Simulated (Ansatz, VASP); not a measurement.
# HfO2: VASP beside Ansatz

Contents of INCAR:

```
PREC = Accurate
ENCUT = 520
EDIFF = 1E-7
ISMEAR = -1
SIGMA = 0.02
LREAL = F
LASPH = T
NELM = 60
ALGO = Normal
ISIF = 2
LWAVE = F
LCHARG = F
GGA = PE
NBANDS = 56
```

The input KPOINTS:

```
regular mesh
0
Gamma
  6 6 6
```

The input POSCAR:

```
HfO2
1.0
    4.9604489075      0.0000000000      0.0046162554
    0.0000000000      5.0259656769      0.0000000000
   -0.8484496813      0.0000000000      5.0656102101
Hf O
4 8
Direct
    0.2780964525      0.4596978146      0.7081157501
    0.7219035475      0.9596978146      0.7918842499
    0.7219035475      0.5403021854      0.2918842499
    0.2780964525      0.0403021854      0.2081157501
    0.4410282470      0.7389513125      0.9873150640
    0.5589717530      0.2389513125      0.5126849360
    0.5589717530      0.2610486875      0.0126849360
    0.4410282470      0.7610486875      0.4873150640
    0.0882318506      0.3700184856      0.3130517177
    0.9117681494      0.8700184856      0.1869482823
    0.9117681494      0.6299815144      0.6869482823
    0.0882318506      0.1299815144      0.8130517177
```

Input for Ansatz:

```yaml
crystal:
  lattice:
    - [4.9604489075, 0.0, 0.0046162554]
    - [0.0, 5.0259656769, 0.0]
    - [-0.8484496813, 0.0, 5.0656102101]
  atoms:
    - { symbol: Hf, position: [0.2780964525, 0.4596978146, 0.7081157501] }
    - { symbol: Hf, position: [0.7219035475, 0.9596978146, 0.7918842499] }
    - { symbol: Hf, position: [0.7219035475, 0.5403021854, 0.2918842499] }
    - { symbol: Hf, position: [0.2780964525, 0.0403021854, 0.2081157501] }
    - { symbol: O, position: [0.441028247, 0.7389513125, 0.987315064] }
    - { symbol: O, position: [0.558971753, 0.2389513125, 0.512684936] }
    - { symbol: O, position: [0.558971753, 0.2610486875, 0.012684936] }
    - { symbol: O, position: [0.441028247, 0.7610486875, 0.487315064] }
    - { symbol: O, position: [0.0882318506, 0.3700184856, 0.3130517177] }
    - { symbol: O, position: [0.9117681494, 0.8700184856, 0.1869482823] }
    - { symbol: O, position: [0.9117681494, 0.6299815144, 0.6869482823] }
    - { symbol: O, position: [0.0882318506, 0.1299815144, 0.8130517177] }
kpoints:
  mp_grid: { grid: [6, 6, 6] }
  band_path:
    path:
      - [0.0, 0.0, 0.0]
      - [0.0, 0.5, 0.0]
      - [0.0, 0.5, 0.5]
      - [0.0, 0.0, 0.5]
      - [-0.5, 0.0, 0.5]
      - [-0.5, 0.5, 0.5]
      - [-0.5, 0.5, 0.0]
      - [-0.5, 0.0, 0.0]
      - [0.130208, 0.0, -0.166667]
    npoints: 1
hamiltonian:
  xc: pbe
scf:
  occupations: { method: fermi_dirac, width: 0.02 }
  n_extra_bands: 7
output:
  forces: true
  stress: true
  eigenvalues: true
  write_density: true
  write_potential: true
  elf: true
  volumetric_format: npy
```

Change from the starting cell: hydrostatic strain -3.0%.

Alike in both runs: task single point; functional PBE; k mesh 6 × 6 × 6; occupations fermi-dirac, width 0.02 eV; no spin polarisation.

```csv
,VASP,Ansatz
version,VASP 6.6.1,Ansatz 0.2.0
potentials or method,"VASP PAW PBE potentials, release 64 (Hf_pv, O)","plane waves, PAW"
plane-wave cutoff (eV),520,420
valence electrons in the cell,88,152
```

|  | VASP | Ansatz | Ansatz less VASP |
| --- | --- | --- | --- |
| gap on the k mesh at the Fermi level (eV) | 4.44 | 4.47 | +0.028 |
| pressure (GPa) | 23.2 | 26.8 | +3.69 |
| traceless stress, the component that is largest in VASP (GPa) | 5.74 | 5.76 | +0.022 |
| rms of the force components (eV/Å) | 0.024 | 0.042 | +0.0178 |

Atom by atom the forces differ by 0.038 eV/Å (rms over components). VASP's potentials hold 88 valence electrons a cell and Ansatz's 152, so a difference there can come from the potentials and not from the codes.

Spin-orbit coupling is off throughout.
